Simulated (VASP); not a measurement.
# Ge3Pt in VASP: notebook

Ge3Pt is run at these levels: PBE; tasks: single point, relaxation of cell and atoms.

All numbers are computed with VASP 6.6.1; they aren't measurements. Logs are shortened: lines on timing, memory, paths and dates and some standing lists are left out, and cuts for length are marked.

**1. The cell of the first run**

The structure is cubic, space group Pm-3m (No. 221). The conventional cell has a = 4.146 Å, b = 4.146 Å, c = 4.146 Å, α = 90.00°, β = 90.00°, γ = 90.00°. Within 3.9 Å of Ge (site symmetry 4/mmm) lie 8 Ge at 2.93 Å and 4 Pt at 2.93 Å. Within 3.9 Å of Pt (site symmetry m-3m) lie 12 Ge at 2.93 Å.

**2. Single point, PBE**

File INCAR:

```
ALGO = Normal ; EDIFF = 1E-6
ENCUT = 520 ; GGA = PE
ISIF = 2 ; ISMEAR = 0
LASPH = T ; LCHARG = F
LREAL = F ; LWAVE = F
NBANDS = 34 ; NELM = 60
PREC = Accurate ; SIGMA = 0.1
```

File KPOINTS:

```
k-points
0
Gamma
  4 4 4
```

File POSCAR:

```
Ge3Pt
1.0
    4.1463491057      0.0000000000      0.0000000000
    0.0000000000      4.1463491057      0.0000000000
    0.0000000000      0.0000000000      4.1463491057
Ge Pt
3 1
Direct
    0.0000000000      0.5000000000      0.5000000000
    0.5000000000      0.0000000000      0.5000000000
    0.5000000000      0.5000000000      0.0000000000
    0.0000000000      0.0000000000      0.0000000000
```

Potentials or basis: VASP PAW PBE potentials, release 64 (Ge_d, Pt).

The run is started by

```console
$ cat potpaw_PBE.64/Ge_d/POTCAR potpaw_PBE.64/Pt/POTCAR > POTCAR
$ mpirun -np 1 vasp_std > vasp.out
```

OUTCAR:

```text
EDIFF = 1E-6
   ENCUT = 520
   GGA = PE
   ISIF = 2
   ISMEAR = 0
   LASPH = T
   LREAL = F
   NELM = 60
   PREC = Accurate

 ion  position               nearest neighbor table
   1  0.000  0.500  0.500-   4 2.93   4 2.93   4 2.93   4 2.93
   2  0.500  0.000  0.500-   4 2.93   4 2.93   4 2.93   4 2.93
   3  0.500  0.500  0.000-   4 2.93   4 2.93   4 2.93   4 2.93
   4  0.000  0.000  0.000-   1 2.93   2 2.93   3 2.93   1 2.93   2 2.93   1 2.93   3 2.93   1 2.93
                             2 2.93   3 2.93   2 2.93   3 2.93

  LATTYP: Found a simple cubic cell.
 ALAT       =     4.1463491057

  Lattice vectors:

 A1 = (   4.1463491057,   0.0000000000,   0.0000000000)
 A2 = (   0.0000000000,   4.1463491057,   0.0000000000)
 A3 = (   0.0000000000,   0.0000000000,   4.1463491057)

Analysis of symmetry for initial positions (statically):
=====================================================================
 Subroutine PRICEL returns:
 Original cell was already a primitive cell.

 Routine SETGRP: Setting up the symmetry group for a
 simple cubic supercell.

 Subroutine GETGRP returns: Found 48 space group operations
 (whereof 48 operations were pure point group operations)
 out of a pool of 48 trial point group operations.

The static configuration has the point symmetry O_h .

Analysis of symmetry for dynamics (positions and initial velocities):
=====================================================================
 Subroutine PRICEL returns:
 Original cell was already a primitive cell.

 Routine SETGRP: Setting up the symmetry group for a
 simple cubic supercell.

 Subroutine GETGRP returns: Found 48 space group operations
 (whereof 48 operations were pure point group operations)
 out of a pool of 48 trial point group operations.

The dynamic configuration has the point symmetry O_h .

 Subroutine INISYM returns: Found 48 space group operations
 (whereof 48 operations are pure point group operations),
 and found     1 'primitive' translations

----------------------------------------------------------------------------------------

                                     Primitive cell

  volume of cell :      71.2849

  direct lattice vectors                    reciprocal lattice vectors
     4.146349106  0.000000000  0.000000000     0.241176026  0.000000000  0.000000000
     0.000000000  4.146349106  0.000000000     0.000000000  0.241176026  0.000000000
     0.000000000  0.000000000  4.146349106     0.000000000  0.000000000  0.241176026

  length of vectors
     4.146349106  4.146349106  4.146349106     0.241176026  0.241176026  0.241176026

  position of ions in fractional coordinates (direct lattice)
     0.000000000  0.500000000  0.500000000
     0.500000000  0.000000000  0.500000000
     0.500000000  0.500000000  0.000000000
     0.000000000  0.000000000  0.000000000

  ion indices of the primitive-cell ions
   primitive index   ion index
                 1           1
                 2           2
                 3           3
                 4           4

----------------------------------------------------------------------------------------

 KPOINTS: k-points

Automatic generation of k-mesh.
 Grid dimensions read from file:
 generate k-points for:    4    4    4

 Generating k-lattice:

  Cartesian coordinates                     Fractional coordinates (reciprocal lattice)
     0.060294007  0.000000000  0.000000000     0.250000000  0.000000000  0.000000000
     0.000000000  0.060294007  0.000000000     0.000000000  0.250000000  0.000000000
     0.000000000  0.000000000  0.060294007     0.000000000  0.000000000  0.250000000

  Length of vectors
     0.060294007  0.060294007  0.060294007

  Shift w.r.t. Gamma in fractional coordinates (k-lattice)
     0.000000000  0.000000000  0.000000000

 Subroutine IBZKPT returns following result:
 ===========================================

 Found     10 irreducible k-points:

 Following reciprocal coordinates:
            Coordinates               Weight
  0.000000  0.000000  0.000000      1.000000
  0.250000  0.000000  0.000000      6.000000
  0.500000  0.000000  0.000000      3.000000
  0.250000  0.250000  0.000000     12.000000
  0.500000  0.250000  0.000000     12.000000
  0.500000  0.500000  0.000000      3.000000
  0.250000  0.250000  0.250000      8.000000
  0.500000  0.250000  0.250000     12.000000
  0.500000  0.500000  0.250000      6.000000
  0.500000  0.500000  0.500000      1.000000
   k-points           NKPTS =     10   k-points in BZ     NKDIM =     10   number of bands    NBANDS=     34
   number of dos      NEDOS =    301   number of ions     NIONS =      4
   total plane-waves  NPLWV =  32768
   dimension x,y,z NGX =    32 NGY =   32 NGZ =   32
   dimension x,y,z NGXF=    64 NGYF=   64 NGZF=   64
   ions per type =               3   1
   NGX,Y,Z   is equivalent  to a cutoff of  12.83, 12.83, 12.83 a.u.
   NGXF,Y,Z  is equivalent  to a cutoff of  25.66, 25.66, 25.66 a.u.
 SYSTEM =  unknown system
   PREC   = accura    normal or accurate (medium, high low for compatibility)
   ISTART =      0    job   : 0-new  1-cont  2-samecut
   ICHARG =      2    charge: 1-file 2-atom 10-const
   ISPIN  =      1    spin polarized calculation?
   LNONCOLLINEAR =      F non collinear calculations
   LSORBIT =      F    spin-orbit coupling
   LASPH  =      T    aspherical Exc in radial PAW
   ENCUT  =  520.0 eV  38.22 Ry    6.18 a.u.   7.71  7.71  7.71*2*pi/ulx,y,z
   NELM   =     60;   NELMIN=  2; NELMDL= -5     # of ELM steps
   EDIFF  = 0.1E-05   stopping-criterion for ELM
   LREAL  =      F    real-space projection
   EDIFFG = 0.1E-04   stopping-criterion for IOM
   NSW    =      0    number of steps for IOM
   IBRION =     -1    ionic relax: 0-MD 1-quasi-New 2-CG
   NFREE  =      0    steps in history (QN), initial steepest desc. (CG)
   ISIF   =      2    stress and relaxation
   ISYM   =      2    0-nonsym 1-usesym 2-fastsym
   POTIM  = 0.5000    time-step for ionic-motion
   TEBEG  =    0.0;   TEEND  =   0.0 temperature during run
   PSTRESS=    0.0 pullay stress
   NELECT =      52.0000    total number of electrons
   NUPDOWN=      -1.0000    fix difference up-down
   EMIN   =  10.00;   EMAX   =-10.00  energy-range for DOS
   EFERMI =   0.00;   METHOD = LEGACY
   ISMEAR =     0;   SIGMA  =   0.10  broadening in eV -4-tet -1-fermi 0-gaus
   EFERMI_NEDOS =   21; number of points for ismear=-14 and -15
   IALGO  =     38    algorithm
   IMIX   =      4    mixing-type and parameters
     AMIX     =   0.40;   BMIX     =  1.00
     AMIX_MAG =   1.60;   BMIX_MAG =  1.00
  volume/ion in A,a.u.               =      17.82       120.26
  Fermi-wavevector in a.u.,A,eV,Ry     =   1.473703  2.784896 29.549155  2.171802
  Thomas-Fermi vector in A             =   2.588564
   LORBIT       =      0    0 simple, 1 ext, 2 COOP (PROOUT), +10 PAW based schemes
   GGA     = PE    functional components
   LHFCALC =     F    Hartree Fock is set to
   AEXX    =    0.0000 exact exchange contribution
   IVDW    =     0    specifies the selected vdW correction
   LEPSILON=     F    determine dielectric tensor
   LRPA    =     F    only Hartree local field effects (RPA)
 non-spin polarized calculation
 Gauss-broadening in eV      SIGMA  =   0.10
  energy-cutoff  :      520.00
  volume of cell :       71.28
 maximum number of plane-waves:      1936
 NGX is ok and might be reduce to    32
   NGX = 15   NGY = 15   NGZ = 15

 number of electron      52.0000055 magnetization

 Free energy of the ion-electron system (eV)
  ---------------------------------------------------
  ext. energy  EPLUGINS =         0.00000000
  ---------------------------------------------------
  free energy    TOTEN  =       -19.06053536 eV

  energy without entropy =      -19.04165603  energy(sigma->0) =      -19.05109570

 E-fermi :   7.9304     XC(G=0): -11.8010

 val. band max:        7.7987855406   @ k =   0.5000   0.5000   0.0000
 cond. band min:       7.9485103491   @ k =   0.5000   0.2500   0.0000
 fundamental gap:      0.1497248085
 Fermi energy:         7.9304134713

 k-point     1 :       0.0000    0.0000    0.0000
  band No.  band energies     occupation
      1     -17.0495      2.00000
      2     -17.0495      2.00000
      3     -17.0495      2.00000
      4     -17.0344      2.00000
      5     -16.9950      2.00000
      6     -16.9950      2.00000
[... 26 lines left out ...]
     33      13.2313      0.00000
     34      17.0278      0.00000

 k-point     2 :       0.2500    0.0000    0.0000
  band No.  band energies     occupation
      1     -17.0460      2.00000
      2     -17.0264      2.00000
      3     -17.0264      2.00000
      4     -17.0193      2.00000
      5     -16.9927      2.00000
      6     -16.9818      2.00000
[... 26 lines left out ...]
     33      12.6769      0.00000
     34      16.7959      0.00000

 k-point     3 :       0.5000    0.0000    0.0000
  band No.  band energies     occupation
      1     -17.0424      2.00000
      2     -16.9988      2.00000
      3     -16.9871      2.00000
      4     -16.9778      2.00000
      5     -16.9778      2.00000
      6     -16.9632      2.00000
[... 26 lines left out ...]
     33      15.1156      0.00000
     34      15.1444      0.00000

 k-point     4 :       0.2500    0.2500    0.0000
  band No.  band energies     occupation
      1     -17.0290      2.00000
      2     -17.0223      2.00000
      3     -17.0178      2.00000
      4     -17.0014      2.00000
      5     -16.9870      2.00000
      6     -16.9706      2.00000
[... 26 lines left out ...]
     33      13.2723      0.00000
     34      15.8649      0.00000

 k-point     5 :       0.5000    0.2500    0.0000
  band No.  band energies     occupation
      1     -17.0217      2.00000
      2     -17.0010      2.00000
      3     -16.9953      2.00000
      4     -16.9795      2.00000
      5     -16.9776      2.00000
      6     -16.9631      2.00000
[... 26 lines left out ...]
     33      13.8665      0.00000
     34      14.9425      0.00000

 k-point     6 :       0.5000    0.5000    0.0000
  band No.  band energies     occupation
      1     -17.0059      2.00000
      2     -17.0059      2.00000
      3     -16.9857      2.00000
      4     -16.9773      2.00000
      5     -16.9630      2.00000
      6     -16.9630      2.00000
[... 26 lines left out ...]
     33      14.6184      0.00000
     34      15.8193      0.00000

 k-point     7 :       0.2500    0.2500    0.2500
  band No.  band energies     occupation
      1     -17.0266      2.00000
      2     -17.0145      2.00000
      3     -17.0145      2.00000
      4     -16.9877      2.00000
      5     -16.9743      2.00000
      6     -16.9721      2.00000
[... 26 lines left out ...]
     33      14.3781      0.00000
     34      14.3781      0.00000

 k-point     8 :       0.5000    0.2500    0.2500
  band No.  band energies     occupation
      1     -17.0172      2.00000
      2     -17.0006      2.00000
      3     -16.9951      2.00000
      4     -16.9939      2.00000
      5     -16.9866      2.00000
      6     -16.9818      2.00000
[... 26 lines left out ...]
     33      14.2958      0.00000
     34      17.0597      0.00000

 k-point     9 :       0.5000    0.5000    0.2500
  band No.  band energies     occupation
      1     -17.0054      2.00000
      2     -17.0054      2.00000
      3     -16.9993      2.00000
      4     -16.9943      2.00000
      5     -16.9911      2.00000
      6     -16.9911      2.00000
[... 26 lines left out ...]
     33      15.4646      0.00000
     34      18.1250      0.00000

 k-point    10 :       0.5000    0.5000    0.5000
  band No.  band energies     occupation
      1     -17.0081      2.00000
      2     -17.0081      2.00000
      3     -17.0081      2.00000
      4     -17.0046      2.00000
      5     -17.0022      2.00000
      6     -17.0022      2.00000
[... 26 lines left out ...]
     33      15.1498      0.00000
     34      20.7742      0.00000

------------------------ aborting loop because EDIFF is reached ----------------------------------------

  FORCE on cell =-STRESS in cart. coord.  units (eV):
  Direction    XX          YY          ZZ          XY          YZ          ZX
  --------------------------------------------------------------------------------------
  -------------------------------------------------------------------------------------
  Total        0.0279748      0.0279748      0.0279748      0.0000000      0.0000000      0.0000000
  in kB        0.6287534      0.6287534      0.6287534      0.0000000      0.0000000      0.0000000
  external PRESSURE =       0.6287534 kB  Pullay stress =       0.0000000 kB

 VOLUME and BASIS-vectors are now :
 -----------------------------------------------------------------------------
  energy-cutoff  :      520.00
  volume of cell :       71.28
      direct lattice vectors                 reciprocal lattice vectors
     4.146349106  0.000000000  0.000000000     0.241176026  0.000000000  0.000000000
     0.000000000  4.146349106  0.000000000     0.000000000  0.241176026  0.000000000
     0.000000000  0.000000000  4.146349106     0.000000000  0.000000000  0.241176026

 POSITION                                       TOTAL-FORCE (eV/Angst)
 -----------------------------------------------------------------------------------
      0.00000      2.07317      2.07317         0.000000      0.000000      0.000000
      2.07317      0.00000      2.07317         0.000000      0.000000      0.000000
      2.07317      2.07317      0.00000         0.000000      0.000000      0.000000
      0.00000      0.00000      0.00000         0.000000      0.000000      0.000000
 -----------------------------------------------------------------------------------
    total drift:                                0.000000     -0.000000     -0.000000

  FREE ENERGIE OF THE ION-ELECTRON SYSTEM (eV)
  ---------------------------------------------------
  free  energy   TOTEN  =       -19.0605353591 eV

  energy  without entropy=      -19.0416560330  energy(sigma->0) =      -19.05109570
```

Run time: 22 s. Hardware: 1 thread of AMD EPYC 7R13 (Zen 3), shared host; peak memory 0.15 GiB.

Results:

| Item | Value |
| --- | --- |
| Free energy | -19.0605 eV |
| Pressure | 0.1 GPa |
| Band gap on the k mesh | zero (bands 26 and 27 overlap by 1.61 eV) |

Caveat: the k points lie up to 0.38 Å⁻¹ apart, too coarse for converged energies and pressures of a metal; spin-orbit coupling is left out, which moves the levels of the heavy elements.

**3. Single point, PBE**

This run uses another cell than the first one, of 16.36 Å³/atom.

File INCAR:

```
ALGO = Normal ; EDIFF = 1E-7
ENCUT = 520 ; GGA = PE
ISIF = 2 ; ISMEAR = 0
LASPH = True ; LCHARG = False
LREAL = False ; LWAVE = False
NBANDS = 34 ; NELM = 100
PREC = Accurate ; SIGMA = 0.1
```

KPOINTS is that of step 2.

File POSCAR:

```
Ge3Pt
1.0
    4.0433289671      0.0000000000      0.0000000000
    0.0000000000      4.0433289671      0.0000000000
    0.0000000000      0.0000000000      4.0017691887
Ge Pt
3 1
Direct
    0.0000000000      0.5000000000      0.5000000000
    0.5000000000      0.0000000000      0.5000000000
    0.5000000000      0.5000000000      0.0000000000
    0.0000000000      0.0000000000      0.0000000000
```

Potentials or basis: VASP PAW PBE potentials, release 64 (Ge_d, Pt).

The run is started by

```console
$ cat potpaw_PBE.64/Ge_d/POTCAR potpaw_PBE.64/Pt/POTCAR > POTCAR
$ mpirun -np 1 vasp_std > vasp.out
```

Wall time 39 s (1 thread of AMD EPYC 7R13 (Zen 3), shared host); peak memory 0.15 GiB.

Results (log left out):

| Property | Result |
| --- | --- |
| Free energy | -18.8774 eV |
| Pressure | 10.3 GPa |
| Band gap on the k mesh | zero (bands 26 and 27 overlap by 1.61 eV) |

Stress tensor (GPa, compression positive):
```
10.21  0.00  0.00
 0.00 10.21  0.00
 0.00  0.00 10.42
```

Levels at points of the mesh, in eV from the Fermi level:
| k point | band 24 | band 25 | band 26 | band 27 | band 28 | band 29 |
| --- | --- | --- | --- | --- | --- | --- |
| (0.00, 0.00, 0.00) | -3.28 | -1.44 | -1.39 | -0.56 | 2.78 | 2.78 |
| (0.50, 0.00, 0.00) | -0.86 | -0.74 | -0.21 | 0.09 | 0.14 | 0.48 |
| (0.50, 0.50, 0.00) | -2.40 | -0.20 | 0.10 | 0.85 | 0.85 | 3.04 |
| (0.00, 0.00, 0.50) | -0.84 | -0.84 | -0.34 | 0.14 | 0.14 | 0.43 |
| (0.50, 0.00, 0.50) | -2.45 | -0.28 | 0.02 | 0.70 | 0.71 | 2.94 |
| (0.50, 0.50, 0.50) | -2.73 | -2.41 | -1.56 | -1.51 | -1.51 | 7.71 |

Caveat: the k points lie up to 0.39 Å⁻¹ apart, too coarse for converged energies and pressures of a metal; spin-orbit coupling is left out, which moves the levels of the heavy elements.

[end of part 1 of 2]

The gap in the log of VASP goes by the Fermi energy; the results here count the filled bands.